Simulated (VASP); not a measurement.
Write the native input for VASP 6.6.1 that does the following.

```
Task                   : single point
Functional             : PBE
Potentials or basis    : VASP PAW PBE potentials, release 64 (Bi_d, S)
Cutoff                 : 520 eV
k mesh                 : 3 × 7 × 3
Occupations            : fermi-dirac, width 0.02 eV
Spin                   : no spin polarisation
Dipole correction      : no
Further INCAR settings : LREAL = Auto; ALGO = Normal; EDIFF = 1e-07; NBANDS = 112
```

The structure of Bi2S3 lies in POSCAR:

```
Bi2S3
1.0
   11.3826913068      0.0000000000      0.0000000000
    0.0000000000      4.0072692005      0.0000000000
    0.0000000000      0.0000000000     11.2301863197
Bi S
8 12
Direct
    0.4861022436      0.2500000000      0.3251650371
    0.0138977564      0.7500000000      0.8251650371
    0.9861022436      0.2500000000      0.1748349629
    0.5138977564      0.7500000000      0.6748349629
    0.3396394366      0.7500000000      0.0320694832
    0.1603605634      0.2500000000      0.5320694832
    0.8396394366      0.7500000000      0.4679305168
    0.6603605634      0.2500000000      0.9679305168
    0.2854301733      0.2500000000      0.1912123639
    0.2145698267      0.7500000000      0.6912123639
    0.7854301733      0.2500000000      0.3087876361
    0.7145698267      0.7500000000      0.8087876361
    0.5496967933      0.7500000000      0.1291419068
    0.9503032067      0.2500000000      0.6291419068
    0.0496967933      0.7500000000      0.3708580932
    0.4503032067      0.2500000000      0.8708580932
    0.3784309213      0.7500000000      0.4435515270
    0.1215690787      0.2500000000      0.9435515270
    0.8784309213      0.7500000000      0.0564484730
    0.6215690787      0.2500000000      0.5564484730
```

These files were run (other wordings do the same):

INCAR

```
SYSTEM = Bi2S3
PREC     = Accurate       ! precision mode
ENCUT    = 520            ! plane-wave cutoff, eV
EDIFF    = 1E-7           ! SCF threshold, eV
ISMEAR   = -1             ! smearing method
SIGMA    = 0.02           ! smearing width, eV
LREAL    = Auto         
LASPH    = .TRUE.         ! aspherical terms in the spheres
NELM     = 60             ! most SCF steps
ALGO     = Normal         ! electronic algorithm
ISIF     = 2              ! what is computed and relaxed
LWAVE    = .FALSE.        ! write WAVECAR
LCHARG   = .FALSE.        ! write CHGCAR
GGA      = PE             ! functional
NBANDS   = 112            ! bands
```

KPOINTS

```
regular mesh
0
G
  3 7 3
  0 0 0
```

Potentials or basis: VASP PAW PBE potentials, release 64 (Bi_d, S).

Command:

```bash
$ cat potpaw_PBE.64/Bi_d/POTCAR potpaw_PBE.64/S/POTCAR > POTCAR
$ mpirun -np 1 vasp_std > vasp.out
```

It gave:

The pressure is 0.6 GPa. The largest force is 0.037 eV/Å and the band gap on the k mesh is 1.39 eV (least direct gap 1.48 eV).

Caveat: spin-orbit coupling is left out, which moves the levels of the heavy elements; an odd mesh through Γ misses points on the zone boundary, where band edges can lie.

It took 47 min on 1 thread of Oxide Virtual Turin-like Processor, on a shared host, peak memory 0.81 GiB.
